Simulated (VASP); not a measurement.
# Na3TlTe2 (R3m) in VASP: a series of runs, part 2 of 2

VASP 6.6.1.

### 5 Single point, PBE

This run uses another cell than the first one, of 34.93 Å³/atom.

INCAR

```
SYSTEM = Na3TlTe2
PREC = Accurate
ENCUT = 520
EDIFF = 1E-6
ISMEAR = 0
SIGMA = 0.02
LREAL = .FALSE.
LASPH = .TRUE.
NELM = 60
ALGO = Normal
ISIF = 2
LWAVE = .FALSE.
LCHARG = .FALSE.
GGA = PE
NBANDS = 32
```

KPOINTS

```
Automatic mesh
0
G
  6 6 6
  0 0 0
```

POSCAR

```
Na3TlTe2
1.0
    3.8827532613      2.2417086406      4.0126066205
   -3.8827532613      2.2417086406      4.0126066205
    0.0000000000     -4.4834172812      4.0126066205
Na Tl Te
3 1 2
Direct
    0.3302449037      0.8712194995      0.3302449037
    0.3302449037      0.3302449037      0.8712194995
    0.8712194995      0.3302449037      0.3302449037
    0.7270191710      0.7270191710      0.7270191710
    0.9712166705      0.9712166705      0.9712166705
    0.3654420015      0.3654420015      0.3654420015
```

Potentials or basis: VASP PAW PBE potentials, release 64 (Na_pv, Tl_d, Te).

Launch:

```console
cat potpaw_PBE.64/Na_pv/POTCAR potpaw_PBE.64/Tl_d/POTCAR potpaw_PBE.64/Te/POTCAR > POTCAR
mpirun -np 1 vasp_std > vasp.out
```

OUTCAR:

```text
SYSTEM = Na3TlTe2
   PREC = Accurate
   ENCUT = 520
   EDIFF = 1E-6
   ISMEAR = 0
   LREAL = .FALSE.
   LASPH = .TRUE.
   NELM = 60
   ISIF = 2
   GGA = PE

 ion  position               nearest neighbor table
   1  0.330  0.871  0.330-   6 2.99   6 3.06   5 3.22
   2  0.330  0.330  0.871-   6 2.99   6 3.06   5 3.22
   3  0.871  0.330  0.330-   6 2.99   6 3.06   5 3.22
   4  0.727  0.727  0.727-   5 2.94
   5  0.971  0.971  0.971-   4 2.94   2 3.22   3 3.22   1 3.22
   6  0.365  0.365  0.365-   2 2.99   1 2.99   3 2.99   2 3.06   1 3.06   3 3.06

  LATTYP: Found a trigonal (rhomboedric) cell.
 ALAT       =     6.0168133101
 COS(alpha) =     0.1671313614

  Lattice vectors:

 A1 = (   3.8827532613,   2.2417086406,   4.0126066205)
 A2 = (  -3.8827532613,   2.2417086406,   4.0126066205)
 A3 = (   0.0000000000,  -4.4834172812,   4.0126066205)

Analysis of symmetry for initial positions (statically):
=====================================================================
 Subroutine PRICEL returns:
 Original cell was already a primitive cell.

 Routine SETGRP: Setting up the symmetry group for a
 trigonal (rhombohedral) supercell.

[... 172 lines left out ...]

  energy without entropy =      -16.08854623  energy(sigma->0) =      -16.08854623

 E-fermi :   1.7836     XC(G=0):  -7.6576

 val. band max:        1.6076080766   @ k =   0.5000   0.5000   0.0000
 cond. band min:       3.1492439099   @ k =   0.3333   0.3333   0.0000
 fundamental gap:      1.5416358333
 Fermi energy:         1.7835651743

 k-point     1 :       0.0000    0.0000    0.0000
  band No.  band energies     occupation
      1     -21.9132      2.00000
      2     -21.9132      2.00000
      3     -21.9060      2.00000
      4     -21.9041      2.00000
      5     -21.8893      2.00000
      6     -21.8893      2.00000
[... 829 lines left out ...]
     31       8.1464      0.00000
     32       8.4659      0.00000

 [... further k-points ...]
[... 5 lines left out ...]
  --------------------------------------------------------------------------------------
  -------------------------------------------------------------------------------------
  Total       -0.0082487     -0.0082487      0.0153216      0.0000000      0.0000000      0.0000000
  in kB       -0.0630664     -0.0630664      0.1171436      0.0000000      0.0000000      0.0000000
  external PRESSURE =      -0.0029964 kB  Pullay stress =       0.0000000 kB

 VOLUME and BASIS-vectors are now :
 -----------------------------------------------------------------------------
  energy-cutoff  :      520.00
  volume of cell :      209.55
      direct lattice vectors                 reciprocal lattice vectors
     3.882753261  2.241708641  4.012606620     0.128774600  0.074348050  0.083071521
    -3.882753261  2.241708641  4.012606620    -0.128774600  0.074348050  0.083071521
     0.000000000 -4.483417281  4.012606620     0.000000000 -0.148696101  0.083071521

 POSITION                                       TOTAL-FORCE (eV/Angst)
 -----------------------------------------------------------------------------------
     -2.10047      1.21271      6.14615        -0.000805      0.000465      0.003374
      0.00000     -2.42541      6.14615        -0.000000     -0.000930      0.003374
      2.10047      1.21271      6.14615         0.000805      0.000465      0.003374
      0.00000      0.00000      8.75173        -0.000000     -0.000000     -0.002562
      0.00000      0.00000     11.69133        -0.000000     -0.000000     -0.004308
      0.00000      0.00000      4.39912        -0.000000     -0.000000     -0.003251
 -----------------------------------------------------------------------------------
    total drift:                                0.000000     -0.000001      0.002384

  FREE ENERGIE OF THE ION-ELECTRON SYSTEM (eV)
  ---------------------------------------------------
  free  energy   TOTEN  =       -16.0885462264 eV

  energy  without entropy=      -16.0885462264  energy(sigma->0) =      -16.08854623
```

OSZICAR:

```text
N       E                     dE             d eps       ncg     rms          rms(c)
DAV:   1     0.352558298600E+03    0.35256E+03   -0.21400E+04  2056   0.133E+03
DAV:   2     0.112916011228E+02   -0.34127E+03   -0.32798E+03  2104   0.345E+02
DAV:   3    -0.161653643897E+02   -0.27457E+02   -0.26925E+02  2520   0.105E+02
DAV:   4    -0.171339433745E+02   -0.96858E+00   -0.96729E+00  2576   0.179E+01
DAV:   5    -0.171594479704E+02   -0.25505E-01   -0.25504E-01  2856   0.307E+00    0.419E+00
DAV:   6    -0.162044878511E+02    0.95496E+00   -0.12007E+00  2272   0.518E+00    0.257E+00
DAV:   7    -0.160854240522E+02    0.11906E+00   -0.76996E-01  2416   0.307E+00    0.148E+00
DAV:   8    -0.160901641228E+02   -0.47401E-02   -0.90665E-02  2232   0.142E+00    0.694E-01
DAV:   9    -0.160887921758E+02    0.13719E-02   -0.26371E-02  2376   0.713E-01    0.203E-01
DAV:  10    -0.160882349012E+02    0.55727E-03   -0.34473E-03  2336   0.256E-01    0.151E-01
DAV:  11    -0.160885746646E+02   -0.33976E-03   -0.11820E-03  2352   0.137E-01    0.776E-02
DAV:  12    -0.160885502471E+02    0.24417E-04   -0.60080E-05  2280   0.401E-02    0.588E-02
DAV:  13    -0.160885485291E+02    0.17180E-05   -0.28108E-05  2120   0.169E-02    0.261E-02
DAV:  14    -0.160885468555E+02    0.16735E-05   -0.10326E-05  2128   0.125E-02    0.936E-03
DAV:  15    -0.160885462264E+02    0.62915E-06   -0.15102E-06  1832   0.550E-03
   1 F= -.16088546E+02 E0= -.16088546E+02  d E =-.388325E-37
```

Wall time 2.6 min (1 thread of AMD EPYC 7R13 (Zen 3), shared host); peak memory 0.42 GiB.

What came out:

* Free energy: -16.0885 eV
* Pressure: 0.0 GPa
* Largest force: 0.004 eV/Å
* Band gap on the k mesh: 1.54 eV (least direct gap 1.55 eV)

Forces in eV/Å, atoms in the order of the input:
```
Na  -0.001  0.000  0.003
Na   0.000 -0.001  0.003
Na   0.001  0.000  0.003
Tl   0.000  0.000 -0.003
Te   0.000  0.000 -0.004
Te   0.000  0.000 -0.003
```

Caveat: spin-orbit coupling is left out, which moves the levels of the heavy elements.

### 6 Overview

```tsv
task	cell	k mesh	cutoff (eV)	smearing	gap on the mesh (eV)	pressure (GPa)	largest force (eV/Å)
single point	a = 6.078 Å, angles 66.3°, 6 atoms, atomic positions A	3 × 3 × 3	520	gaussian 0.1 eV	0.34	20.2	9.17
single point	a = 6.901 Å, angles 81.2°, 6 atoms, atomic positions B	3 × 3 × 3	520	gaussian 0.1 eV	1.38	0.2	0.02
relaxation of cell and atoms	relaxed from a = 6.078 Å, angles 66.3°, 6 atoms, atomic positions A	3 × 3 × 3	600	gaussian 0.1 eV	1.54	0.0	0.04
single point	a = 6.017 Å, angles 80.4°, 6 atoms, atomic positions C	6 × 6 × 6	520	gaussian 0.02 eV	1.54	0.0	-
```

Alike in all rows: level PBE; potentials or basis VASP PAW PBE potentials, release 64 (Na_pv, Tl_d, Te); no spin polarisation.

Caveats: spin-orbit coupling is left out, which moves the levels of the heavy elements; an odd mesh through Γ misses points on the zone boundary, where band edges can lie (at least some runs); the cell stands under pressure (at least some runs); forces of over 1 eV/Å act on the atoms, so gaps and moduli don't describe the material at rest (at least some runs); the volume moved by over 15 % at a fixed basis, so the end points are rough (at least some runs).

Total energies depend on the potentials used, so only differences within one code and one set of settings carry meaning.
